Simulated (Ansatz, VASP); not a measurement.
**KAl: VASP beside Ansatz**

INCAR

```
PREC     = Accurate       # precision mode
ENCUT    = 520            # plane-wave cutoff, eV
EDIFF    = 1E-6           # SCF threshold, eV
ISMEAR   = -1             # smearing method
SIGMA    = 0.05           # smearing width, eV
LREAL    = False          # projectors in reciprocal space
LASPH    = True           # aspherical terms in the spheres
NELM     = 80             # most SCF steps
ALGO     = Normal         # electronic algorithm
ISIF     = 2              # what is computed and relaxed
LWAVE    = False          # write WAVECAR
LCHARG   = False          # write CHGCAR
GGA      = PE             # functional
NBANDS   = 20             # bands
```

KPOINTS

```
regular mesh
0
Gamma
  7 7 7
```

Contents of POSCAR:

```
KAl
1.0
    0.0000000000      3.8464473336      3.8464473336
    3.8464473336      0.0000000000      3.8464473336
    3.8464473336      3.8464473336      0.0000000000
K Al
2 2
Direct
    0.1250000000      0.1250000000      0.1250000000
   -0.1250000000     -0.1250000000     -0.1250000000
    0.3750000000      0.3750000000      0.3750000000
   -0.3750000000     -0.3750000000     -0.3750000000
```

Input for Ansatz:

```yaml
crystal:
  lattice:
    - [0.0, 3.8464473336, 3.8464473336]
    - [3.8464473336, 0.0, 3.8464473336]
    - [3.8464473336, 3.8464473336, 0.0]
  atoms:
    - { symbol: K, position: [0.125, 0.125, 0.125] }
    - { symbol: K, position: [-0.125, -0.125, -0.125] }
    - { symbol: Al, position: [0.375, 0.375, 0.375] }
    - { symbol: Al, position: [-0.375, -0.375, -0.375] }
kpoints:
  mp_grid: { grid: [7, 7, 7] }
scf:
  occupations: { method: fermi_dirac, width: 0.05 }
hamiltonian:
  xc: pbe
  pseudopotentials: { kind: paw }
output:
  forces: true
  stress: true
  eigenvalues: true
  populations: true
  bader: true
  dos: { projected: true, de: 0.2, e_range: [-14, 8] }
  write_density: true
  write_potential: true
  elf: true
  volumetric_format: npy
```

Alike in both runs: task single point; functional PBE; k mesh 7 × 7 × 7; occupations fermi-dirac, width 0.05 eV; no spin polarisation.

```csv
,VASP,Ansatz
version,VASP 6.6.1,Ansatz 0.2.0
potentials or method,"VASP PAW PBE potentials, release 64 (K_sv, Al)","PAW with Ansatz's default frozen-core files, scalar-relativistic"
plane-wave cutoff (eV),520,420
valence electrons in the cell,24,24
```

```tsv
	VASP	Ansatz	Ansatz less VASP
pressure (GPa)	0.0	0.0	-0.04
```

The functional is the same, so the differences come from potentials, cutoffs and numerics.
